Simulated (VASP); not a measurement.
Set up this calculation in VASP 6.6.1, as the native input.

```
Task                   : single point
Functional             : PBEsol
Potentials or basis    : VASP PAW PBE potentials, release 64 (Bi_d, Se)
Cutoff                 : 520 eV
k mesh                 : 8 × 8 × 8
Occupations            : fermi-dirac, width 0.05 eV
Spin                   : no spin polarisation
Dipole correction      : no
Further INCAR settings : ALGO = Normal; EDIFF = 1e-06; NBANDS = 32
```

The structure of Bi2Se3 lies in POSCAR:

```
Bi2Se3
1.0
    2.0715000000      1.1959810826      9.5453333333
   -2.0715000000      1.1959810826      9.5453333333
    0.0000000000     -2.3919621653      9.5453333333
Bi Se
2 3
Direct
    0.5979170000      0.5979800000      0.5990690000
    0.4022160000      0.3969570000      0.3997220000
    0.7983710000      0.7931970000      0.7765400000
    0.2144880000      0.2083340000      0.2133400000
   -0.0012930000      0.0046310000     -0.0010770000
```

This cell differs from its parent crystal: atoms moved at random.

The input as run:

INCAR

```
ALGO     = Normal         # electronic algorithm
EDIFF    = 1E-6           # SCF threshold, eV
ENCUT    = 520            # plane-wave cutoff, eV
GGA      = PS             # functional
ISIF     = 2              # what is computed and relaxed
ISMEAR   = -1             # smearing method
LASPH    = T              # aspherical terms in the spheres
LCHARG   = F              # write CHGCAR
LREAL    = F              # projectors in reciprocal space
LWAVE    = F              # write WAVECAR
NBANDS   = 32             # bands
NELM     = 80             # most SCF steps
PREC     = Accurate       # precision mode
SIGMA    = 0.05           # smearing width, eV
```

KPOINTS

```
k-points
0
Gamma
  8 8 8
```

Potentials or basis: VASP PAW PBE potentials, release 64 (Bi_d, Se).

Launch:

```bash
$ cat potpaw_PBE.64/Bi_d/POTCAR potpaw_PBE.64/Se/POTCAR > POTCAR
$ mpirun -np 1 vasp_std > vasp.out
```

It gave:

| Quantity | Value |
| --- | --- |
| Pressure | -0.4 GPa |
| Largest force | 0.406 eV/Å |
| Band gap on the k mesh | 0.27 eV |

Caveat: the cell differs from its parent crystal (atoms moved at random); the PAW data sets were made with another functional, which shifts forces and pressure a little; spin-orbit coupling is left out, which moves the levels of the heavy elements.

It took 2.2 h on 1 thread of Oxide Virtual Turin-like Processor (shared host), peak memory 1.5 GiB.
